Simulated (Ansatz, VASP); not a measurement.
# Two plane-wave programs on Ru

The input POSCAR:

```
Ru
1.0
    2.7237197275      0.0000000000      0.0000000000
   -1.3618598638      2.3588104769      0.0000000000
    0.0000000000      0.0000000000      4.3102577801
Ru
2
Direct
    0.6666666667      0.3333333333      0.7500000000
    0.3333333333      0.6666666667      0.2500000000
```

INCAR.step1

```
SYSTEM = Ru
PREC     = Accurate       ! precision mode
ENCUT    = 520            ! plane-wave cutoff, eV
ISMEAR   = -1             ! smearing method
SIGMA    = 0.05           ! smearing width, eV
LREAL    = .FALSE.        ! projectors in reciprocal space
LASPH    = .TRUE.         ! aspherical terms in the spheres
NELM     = 80             ! most SCF steps
NBANDS   = 21             ! bands
GGA      = PE             ! functional
ALGO     = Normal         ! electronic algorithm
EDIFF    = 1E-4           ! SCF threshold, eV
LWAVE    = .TRUE.         ! write WAVECAR
LCHARG   = .FALSE.        ! write CHGCAR
```

Contents of INCAR.step2:

```
SYSTEM = Ru
PREC     = Accurate       ! precision mode
ENCUT    = 520            ! plane-wave cutoff, eV
EDIFF    = 1E-7           ! SCF threshold, eV
ISMEAR   = -1             ! smearing method
SIGMA    = 0.05           ! smearing width, eV
LREAL    = .FALSE.        ! projectors in reciprocal space
LASPH    = .TRUE.         ! aspherical terms in the spheres
NELM     = 80             ! most SCF steps
ALGO     = Normal         ! electronic algorithm
ISIF     = 2              ! what is computed and relaxed
LWAVE    = .FALSE.        ! write WAVECAR
LCHARG   = .TRUE.         ! write CHGCAR
METAGGA  = R2SCAN         ! meta-GGA
LMIXTAU  = .TRUE.       
LUSE_VDW = .TRUE.       
IVDW_NL  = 2            
BPARAM   = 11.95        
CPARAM   = 0.0093       
LELF     = .TRUE.         ! ELF
LVHAR    = .TRUE.       
NBANDS   = 21             ! bands
ISTART   = 1
```

File KPOINTS:

```
Automatic mesh
0
G
  11 11 6
  0 0 0
```

File input.yaml:

```yaml
crystal:
  lattice:
    - [2.7237197275, 0.0, 0.0]
    - [-1.3618598638, 2.3588104769, 0.0]
    - [0.0, 0.0, 4.3102577801]
  atoms:
    - { symbol: Ru, position: [0.6666666667, 0.3333333333, 0.75] }
    - { symbol: Ru, position: [0.3333333333, 0.6666666667, 0.25] }
hamiltonian:
  xc: r2scan
  pseudopotentials: { kind: paw }
  dispersion: rvv10
kpoints:
  mp_grid: { grid: [11, 11, 6] }
scf:
  occupations: { method: fermi_dirac, width: 0.05 }
output:
  forces: true
  stress: true
  eigenvalues: true
  write_density: true
  write_potential: true
  elf: true
  volumetric_format: npy
```

Alike in both runs: task single point; functional r2SCAN; dispersion rVV10; k mesh 11 × 11 × 6; occupations fermi-dirac, width 0.05 eV; no spin polarisation.

|  | VASP | Ansatz |
| --- | --- | --- |
| version | VASP 6.6.1 | Ansatz 0.2.0 |
| potentials or method | VASP PAW PBE potentials, release 64 (Ru_pv) | Ansatz PAW |
| plane-wave cutoff (eV) | 520 | 500 |
| valence electrons in the cell | 28 | 32 |

```tsv
	VASP	Ansatz	Ansatz less VASP
gap on the k mesh at the Fermi level (eV)	none	none	-
pressure (GPa)	-9.0	-10.8	-1.81
traceless stress, the component that is largest in VASP (GPa)	-0.80	-0.91	-0.106
```

VASP's potentials were made for PBE, not for r2SCAN. A gap of «none» marks a metal or a gap that the smearing closes. VASP's potentials hold 28 valence electrons a cell and Ansatz's 32, so a difference there can come from the potentials and not from the codes.
